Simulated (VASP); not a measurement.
# Cs2BaOs2 (P-3m1) in VASP: notebook

The runs below take Cs2BaOs2 through single point, with PBE.

Everything below comes from runs of VASP 6.6.1. Logs are shortened: lines on timing, memory, paths and dates and some standing lists are left out, and cuts for length are marked.

**1. The cell of the first run**

The structure is trigonal, space group P-3m1 (No. 164). Conventional cell: a = 4.765 Å, b = 4.765 Å, c = 7.889 Å, α = 90.00°, β = 90.00°, γ = 120.00°. Within 3.8 Å of Cs (site symmetry 3m) lie 4 Os at 2.92 Å and 3 Ba at 3.40 Å. Ba (site symmetry -3m) has 6 Cs at 3.40 Å and 6 Os at 4.05 Å within 4.5 Å. Os (site symmetry 3m) has 4 Cs at 2.92 Å and 3 Os at 3.37 Å within 3.8 Å.

The cell was generated, and may not be a known phase.

**2. Single point, PBE**

Input file INCAR:

```
SYSTEM = Cs2BaOs2
PREC     = Accurate       ! precision mode
ENCUT    = 520            ! plane-wave cutoff, eV
EDIFF    = 1E-7           ! SCF threshold, eV
ISMEAR   = 0              ! smearing method
SIGMA    = 0.1            ! smearing width, eV
LREAL    = .False.        ! projectors in reciprocal space
LASPH    = .True.         ! aspherical terms in the spheres
NELM     = 100            ! most SCF steps
ALGO     = Fast           ! electronic algorithm
ISIF     = 2              ! what is computed and relaxed
LWAVE    = .False.        ! write WAVECAR
LCHARG   = .False.        ! write CHGCAR
GGA      = PE             ! functional
NBANDS   = 30             ! bands
```

Input file KPOINTS:

```
regular mesh
0
Gamma
  6 6 2
  0 0 0
```

Input file POSCAR:

```
Cs2BaOs2
1.0
    4.7653381500      0.0000000000      0.0000000000
   -2.3826690700      4.1269039000      0.0000000000
    0.0000000000      0.0000000000      7.8894160400
Cs Ba Os
2 1 2
Direct
    0.3333333300      0.6666666700      0.7462999800
    0.6666666700      0.3333333300      0.2537000200
    0.0000000000      0.0000000000      0.0000000000
    0.3333333300      0.6666666700      0.3764900000
    0.6666666700      0.3333333300      0.6235100000
```

Potentials or basis: VASP PAW PBE potentials, release 64 (Cs_sv, Ba_sv, Os).

Command:

```bash
$ cat potpaw_PBE.64/Cs_sv/POTCAR potpaw_PBE.64/Ba_sv/POTCAR potpaw_PBE.64/Os/POTCAR > POTCAR
$ mpirun -np 1 vasp_std > vasp.out
```

OUTCAR:

```text
SYSTEM = Cs2BaOs2
   PREC = Accurate
   ENCUT = 520
   EDIFF = 1E-7
   ISMEAR = 0
   LREAL = .False.
   LASPH = .True.
   NELM = 100
   ISIF = 2
   GGA = PE

 ion  position               nearest neighbor table
   1  0.333  0.667  0.746-   5 2.92   5 2.92   5 2.92   4 2.92   3 3.40   3 3.40   3 3.40
   2  0.667  0.333  0.254-   4 2.92   4 2.92   4 2.92   5 2.92   3 3.40   3 3.40   3 3.40
   3  0.000  0.000  0.000-   1 3.40   2 3.40   2 3.40   1 3.40   2 3.40   1 3.40   4 4.05   5 4.05
                             5 4.05   4 4.05   4 4.05   5 4.05
   4  0.333  0.667  0.376-   2 2.92   2 2.92   2 2.92   1 2.92   5 3.37   5 3.37   5 3.37   3 4.05
                             3 4.05   3 4.05
   5  0.667  0.333  0.624-   1 2.92   1 2.92   1 2.92   2 2.92   4 3.37   4 3.37   4 3.37   3 4.05
                             3 4.05   3 4.05

  LATTYP: Found a hexagonal cell.
 ALAT       =     4.7653381500
 C/A-ratio  =     1.6555836735

  Lattice vectors:

 A1 = (   4.7653381500,   0.0000000000,   0.0000000000)
 A2 = (  -2.3826690700,   4.1269039000,   0.0000000000)
 A3 = (   0.0000000000,   0.0000000000,   7.8894160400)

Analysis of symmetry for initial positions (statically):
=====================================================================
 Subroutine PRICEL returns:
 Original cell was already a primitive cell.

 Routine SETGRP: Setting up the symmetry group for a
 hexagonal supercell.

 Subroutine GETGRP returns: Found 12 space group operations
 (whereof 12 operations were pure point group operations)
 out of a pool of 24 trial point group operations.

The static configuration has the point symmetry D_3d.

Analysis of symmetry for dynamics (positions and initial velocities):
=====================================================================
 Subroutine PRICEL returns:
 Original cell was already a primitive cell.

 Routine SETGRP: Setting up the symmetry group for a
 hexagonal supercell.

 Subroutine GETGRP returns: Found 12 space group operations
 (whereof 12 operations were pure point group operations)
 out of a pool of 24 trial point group operations.

The dynamic configuration has the point symmetry D_3d.

 Subroutine INISYM returns: Found 12 space group operations
 (whereof 12 operations are pure point group operations),
 and found     1 'primitive' translations

----------------------------------------------------------------------------------------

                                     Primitive cell

  volume of cell :     155.1540

  direct lattice vectors                    reciprocal lattice vectors
     4.765338150  0.000000000  0.000000000     0.209848697  0.121156201  0.000000000
    -2.382669070  4.126903900  0.000000000     0.000000000  0.242312403  0.000000000
     0.000000000  0.000000000  7.889416040     0.000000000  0.000000000  0.126752094

  length of vectors
     4.765338150  4.765338151  7.889416040     0.242312403  0.242312403  0.126752094

  position of ions in fractional coordinates (direct lattice)
     0.333333330  0.666666670  0.746299980
     0.666666670  0.333333330  0.253700020
     0.000000000  0.000000000  0.000000000
     0.333333330  0.666666670  0.376490000
     0.666666670  0.333333330  0.623510000

  ion indices of the primitive-cell ions
   primitive index   ion index
                 1           1
                 2           2
                 3           3
                 4           4
                 5           5

----------------------------------------------------------------------------------------

 KPOINTS: regular mesh

Automatic generation of k-mesh.
 Grid dimensions read from file:
 generate k-points for:    6    6    2

 Generating k-lattice:

  Cartesian coordinates                     Fractional coordinates (reciprocal lattice)
     0.034974783  0.020192700  0.000000000     0.166666667  0.000000000  0.000000000
     0.000000000  0.040385400  0.000000000     0.000000000  0.166666667  0.000000000
     0.000000000  0.000000000  0.063376047     0.000000000  0.000000000  0.500000000

  Length of vectors
     0.040385400  0.040385400  0.063376047

  Shift w.r.t. Gamma in fractional coordinates (k-lattice)
     0.000000000  0.000000000  0.000000000

 Subroutine IBZKPT returns following result:
 ===========================================

 Found     14 irreducible k-points:

 Following reciprocal coordinates:
            Coordinates               Weight
  0.000000  0.000000  0.000000      1.000000
  0.166667  0.000000  0.000000      6.000000
  0.333333  0.000000  0.000000      6.000000
  0.500000  0.000000  0.000000      3.000000
  0.166667  0.166667  0.000000      6.000000
  0.333333  0.166667  0.000000     12.000000
  0.333333  0.333333  0.000000      2.000000
  0.000000  0.000000  0.500000      1.000000
  0.166667  0.000000  0.500000      6.000000
  0.333333  0.000000  0.500000      6.000000
  0.500000  0.000000  0.500000      3.000000
  0.166667  0.166667  0.500000      6.000000
  0.333333  0.166667  0.500000     12.000000
  0.333333  0.333333  0.500000      2.000000
   k-points           NKPTS =     14   k-points in BZ     NKDIM =     14   number of bands    NBANDS=     30
   number of dos      NEDOS =    301   number of ions     NIONS =      5
   total plane-waves  NPLWV =  77760
   dimension x,y,z NGX =    36 NGY =   36 NGZ =   60
   dimension x,y,z NGXF=    72 NGYF=   72 NGZF=  120
   ions per type =               2   1   2
   NGX,Y,Z   is equivalent  to a cutoff of  12.56, 12.56, 12.64 a.u.
   NGXF,Y,Z  is equivalent  to a cutoff of  25.12, 25.12, 25.29 a.u.
 SYSTEM =  Cs2BaOs2
   PREC   = accura    normal or accurate (medium, high low for compatibility)
   ISTART =      0    job   : 0-new  1-cont  2-samecut
   ICHARG =      2    charge: 1-file 2-atom 10-const
   ISPIN  =      1    spin polarized calculation?
   LNONCOLLINEAR =      F non collinear calculations
   LSORBIT =      F    spin-orbit coupling
   LASPH  =      T    aspherical Exc in radial PAW
   ENCUT  =  520.0 eV  38.22 Ry    6.18 a.u.   8.86  8.86 14.67*2*pi/ulx,y,z
   NELM   =    100;   NELMIN=  2; NELMDL= -5     # of ELM steps
   EDIFF  = 0.1E-06   stopping-criterion for ELM
   LREAL  =      F    real-space projection
   EDIFFG = 0.1E-05   stopping-criterion for IOM
   NSW    =      0    number of steps for IOM
   IBRION =     -1    ionic relax: 0-MD 1-quasi-New 2-CG
   NFREE  =      0    steps in history (QN), initial steepest desc. (CG)
   ISIF   =      2    stress and relaxation
   ISYM   =      2    0-nonsym 1-usesym 2-fastsym
   POTIM  = 0.5000    time-step for ionic-motion
   TEBEG  =    0.0;   TEEND  =   0.0 temperature during run
   PSTRESS=    0.0 pullay stress
   NELECT =      44.0000    total number of electrons
   NUPDOWN=      -1.0000    fix difference up-down
   EMIN   =  10.00;   EMAX   =-10.00  energy-range for DOS
   EFERMI =   0.00;   METHOD = LEGACY
   ISMEAR =     0;   SIGMA  =   0.10  broadening in eV -4-tet -1-fermi 0-gaus
   EFERMI_NEDOS =   21; number of points for ismear=-14 and -15
   IALGO  =     68    algorithm
   IMIX   =      4    mixing-type and parameters
     AMIX     =   0.40;   BMIX     =  1.00
     AMIX_MAG =   1.60;   BMIX_MAG =  1.00
  volume/ion in A,a.u.               =      31.03       209.41
  Fermi-wavevector in a.u.,A,eV,Ry     =   1.075569  2.032530 15.739867  1.156848
  Thomas-Fermi vector in A             =   2.211429
   LORBIT       =      0    0 simple, 1 ext, 2 COOP (PROOUT), +10 PAW based schemes
   GGA     = PE    functional components
   LHFCALC =     F    Hartree Fock is set to
   AEXX    =    0.0000 exact exchange contribution
   IVDW    =     0    specifies the selected vdW correction
   LEPSILON=     F    determine dielectric tensor
   LRPA    =     F    only Hartree local field effects (RPA)
 non-spin polarized calculation
 RMM-DIIS sequential band-by-band and
 Gauss-broadening in eV      SIGMA  =   0.10
  energy-cutoff  :      520.00
  volume of cell :      155.15
 maximum number of plane-waves:      4230
 NGX is ok and might be reduce to    36
   NGX = 17   NGY = 17   NGZ = 29

 number of electron      44.0000004 magnetization

 Free energy of the ion-electron system (eV)
  ---------------------------------------------------
  ext. energy  EPLUGINS =         0.00000000
  ---------------------------------------------------
  free energy    TOTEN  =       -14.16829555 eV

  energy without entropy =      -14.15133633  energy(sigma->0) =      -14.15981594

 E-fermi :   3.6911     XC(G=0):  -9.7930

 val. band max:        3.6684337412   @ k =   0.0000   0.0000   0.0000
 cond. band min:       3.7176337591   @ k =   0.3333   0.0000   0.0000
 fundamental gap:      0.0492000179
 Fermi energy:         3.6911079151

 k-point     1 :       0.0000    0.0000    0.0000
  band No.  band energies     occupation
      1     -25.3604      2.00000
      2     -18.6177      2.00000
      3     -18.6144      2.00000
      4     -10.6234      2.00000
      5     -10.6234      2.00000
      6     -10.5433      2.00000
[... 22 lines left out ...]
     29       5.3511      0.00000
     30       5.8132      0.00000

 k-point     2 :       0.1667    0.0000    0.0000
  band No.  band energies     occupation
      1     -25.3548      2.00000
      2     -18.6161      2.00000
      3     -18.6033      2.00000
      4     -10.6788      2.00000
      5     -10.6470      2.00000
      6     -10.5746      2.00000
[... 22 lines left out ...]
     29       5.5165      0.00000
     30       6.1523      0.00000

 k-point     3 :       0.3333    0.0000    0.0000
  band No.  band energies     occupation
      1     -25.3434      2.00000
      2     -18.6132      2.00000
      3     -18.5810      2.00000
      4     -10.7891      2.00000
      5     -10.6932      2.00000
      6     -10.6298      2.00000
[... 22 lines left out ...]
     29       6.2982      0.00000
     30       6.5984      0.00000

 k-point     4 :       0.5000    0.0000    0.0000
  band No.  band energies     occupation
      1     -25.3377      2.00000
      2     -18.6119      2.00000
      3     -18.5697      2.00000
      4     -10.8426      2.00000
      5     -10.7159      2.00000
      6     -10.6557      2.00000
[... 22 lines left out ...]
     29       7.0304      0.00000
     30       7.2488      0.00000

 k-point     5 :       0.1667    0.1667    0.0000
  band No.  band energies     occupation
      1     -25.3462      2.00000
      2     -18.6116      2.00000
      3     -18.5890      2.00000
      4     -10.7438      2.00000
      5     -10.7035      2.00000
      6     -10.6132      2.00000
[... 22 lines left out ...]
     29       6.2333      0.00000
     30       6.7346      0.00000
[... 196 lines left out ...]
     29       6.7933      0.00000
     30       6.9557      0.00000

 k-point    12 :       0.1667    0.1667    0.5000
  band No.  band energies     occupation
      1     -25.3462      2.00000
      2     -18.6146      2.00000
      3     -18.5858      2.00000
      4     -10.7448      2.00000
      5     -10.7042      2.00000
      6     -10.6111      2.00000
[... 22 lines left out ...]
     29       6.3876      0.00000
     30       6.4967      0.00000

 k-point    13 :       0.3333    0.1667    0.5000
  band No.  band energies     occupation
      1     -25.3377      2.00000
      2     -18.5951      2.00000
      3     -18.5861      2.00000
      4     -10.8201      2.00000
      5     -10.7440      2.00000
      6     -10.6588      2.00000
[... 22 lines left out ...]
     29       6.7125      0.00000
     30       7.0380      0.00000

 k-point    14 :       0.3333    0.3333    0.5000
  band No.  band energies     occupation
      1     -25.3348      2.00000
      2     -18.5874      2.00000
      3     -18.5874      2.00000
      4     -10.7967      2.00000
      5     -10.7967      2.00000
      6     -10.6876      2.00000
[... 22 lines left out ...]
     29       6.5261      0.00000
     30       6.5562      0.00000

------------------------ aborting loop because EDIFF is reached ----------------------------------------

  FORCE on cell =-STRESS in cart. coord.  units (eV):
  Direction    XX          YY          ZZ          XY          YZ          ZX
  --------------------------------------------------------------------------------------
  -------------------------------------------------------------------------------------
  Total        1.5459334      1.5459334     -0.4556222      0.0000000      0.0000000      0.0000000
  in kB       15.9638792     15.9638792     -4.7049225      0.0000000      0.0000000      0.0000000
  external PRESSURE =       9.0742786 kB  Pullay stress =       0.0000000 kB

 VOLUME and BASIS-vectors are now :
 -----------------------------------------------------------------------------
  energy-cutoff  :      520.00
  volume of cell :      155.15
      direct lattice vectors                 reciprocal lattice vectors
     4.765338150  0.000000000  0.000000000     0.209848697  0.121156201  0.000000000
    -2.382669070  4.126903900  0.000000000     0.000000000  0.242312403  0.000000000
     0.000000000  0.000000000  7.889416040     0.000000000  0.000000000  0.126752094

 POSITION                                       TOTAL-FORCE (eV/Angst)
 -----------------------------------------------------------------------------------
     -0.00000      2.75127      5.88787        -0.000000      0.000000     -0.420124
      2.38267      1.37563      2.00155         0.000000     -0.000000      0.420124
      0.00000      0.00000      0.00000         0.000000      0.000000     -0.000000
     -0.00000      2.75127      2.97029         0.000000     -0.000000      0.726370
      2.38267      1.37563      4.91913        -0.000000      0.000000     -0.726370
 -----------------------------------------------------------------------------------
    total drift:                                0.000000      0.000000      0.000000

  FREE ENERGIE OF THE ION-ELECTRON SYSTEM (eV)
  ---------------------------------------------------
  free  energy   TOTEN  =       -14.1682955515 eV

  energy  without entropy=      -14.1513363289  energy(sigma->0) =      -14.15981594
```

Run time: 3 min. Hardware: 1 thread of Oxide Virtual Turin-like, shared host; peak memory 0.27 GiB.

What came out:

* Free energy: -14.1683 eV
* Pressure: 0.9 GPa
* Largest force: 0.726 eV/Å
* Band gap on the k mesh: zero (bands 22 and 23 overlap by 0.22 eV)

Forces on the atoms (eV/Å):
```
Cs   0.000  0.000 -0.420
Cs   0.000  0.000  0.420
Ba   0.000  0.000  0.000
Os   0.000  0.000  0.726
Os   0.000  0.000 -0.726
```

Stress tensor (GPa, compression positive):
```
 1.60  0.00  0.00
 0.00  1.60  0.00
 0.00  0.00 -0.47
```

Levels at points of the mesh, in eV from the Fermi level:
| k point | band 19 | band 20 | band 21 | band 22 | band 23 | band 24 | band 25 | band 26 |
| --- | --- | --- | --- | --- | --- | --- | --- | --- |
| (0.00, 0.00, 0.00) | -0.64 | -0.44 | -0.44 | -0.06 | -0.02 | -0.02 | 0.79 | 1.26 |
| (0.50, 0.00, 0.00) | -0.74 | -0.64 | -0.58 | -0.17 | 0.08 | 0.79 | 1.07 | 1.96 |
| (0.00, 0.00, 0.50) | -0.86 | -0.86 | -0.63 | -0.54 | 0.22 | 0.30 | 0.30 | 1.54 |
| (0.50, 0.00, 0.50) | -0.80 | -0.79 | -0.40 | -0.28 | 0.19 | 0.58 | 1.04 | 1.39 |

Caveat: the k points lie up to 0.40 Å⁻¹ apart; spin-orbit coupling is left out, which moves the levels of the heavy elements.

**3. Single point, PBE**

This run uses another cell than the first one, of 44.29 Å³/atom.

Input file INCAR:

```
PREC = Accurate
ENCUT = 520
EDIFF = 1E-6
ISMEAR = 0
SIGMA = 0.1
LREAL = F
LASPH = T
NELM = 100
ALGO = Normal
ISIF = 2
LWAVE = F
LCHARG = F
GGA = PE
NBANDS = 30
```

Input file KPOINTS:

```
regular mesh
0
Gamma
  6 6 2
```

Input file POSCAR:

```
Cs2BaOs2
1.0
    4.1124623469     -0.0000000025      0.0000000000
   -2.0562311713      3.5614968658      0.0000000000
    0.0000000000      0.0000000000     15.1191129733
Cs Ba Os
2 1 2
Direct
    0.3333333333      0.6666666667      0.7062630228
    0.6666666667      0.3333333333      0.2937369772
    0.0000000000      0.0000000000      0.0000000000
    0.3333333333      0.6666666667      0.4863433879
    0.6666666667      0.3333333333      0.5136566121
```

Potentials or basis: VASP PAW PBE potentials, release 64 (Cs_sv, Ba_sv, Os).

Command:

```bash
$ cat potpaw_PBE.64/Cs_sv/POTCAR potpaw_PBE.64/Ba_sv/POTCAR potpaw_PBE.64/Os/POTCAR > POTCAR
$ mpirun -np 1 vasp_std > vasp.out
```

It took 2.8 min on 1 thread of Oxide Virtual Turin-like, shared host; peak memory 0.35 GiB.

The run converged. Its results:

```
Free energy            : -22.3830 eV
Pressure               : 0.0 GPa
Largest force          : 0.022 eV/Å
Band gap on the k mesh : zero (bands 22 and 23 overlap by 1.35 eV)
```

Forces in eV/Å, atoms in the order of the input:
```
Cs   0.000  0.000  0.022
Cs   0.000  0.000 -0.022
Ba   0.000  0.000  0.000
Os   0.000  0.000  0.003
Os   0.000  0.000 -0.003
```

Stress tensor (GPa, compression positive):
```
-0.16  0.00  0.00
 0.00 -0.16  0.00
 0.00  0.00  0.30
```

Levels at points of the mesh, in eV from the Fermi level:
| k point | band 18 | band 19 | band 20 | band 21 | band 22 | band 23 | band 24 | band 25 | band 26 | band 27 |
| --- | --- | --- | --- | --- | --- | --- | --- | --- | --- | --- |
| (0.00, 0.00, 0.00) | -2.44 | -1.86 | -0.98 | -0.98 | -0.93 | -0.63 | 0.06 | 0.98 | 1.00 | 1.00 |
| (0.50, 0.00, 0.00) | -2.14 | -1.41 | -1.25 | -0.60 | -0.14 | 0.24 | 0.91 | 1.11 | 1.13 | 1.51 |
| (0.00, 0.00, 0.50) | -2.22 | -2.22 | -0.98 | -0.98 | -0.70 | -0.55 | -0.05 | 0.85 | 1.00 | 1.00 |
| (0.50, 0.00, 0.50) | -2.14 | -1.39 | -1.27 | -0.58 | -0.06 | 0.09 | 0.91 | 1.04 | 1.38 | 1.55 |

Caveat: spin-orbit coupling is left out, which moves the levels of the heavy elements.

(Part 1 of 2 ends here.)

The gap in the log of VASP goes by the Fermi energy; the results here count the filled bands.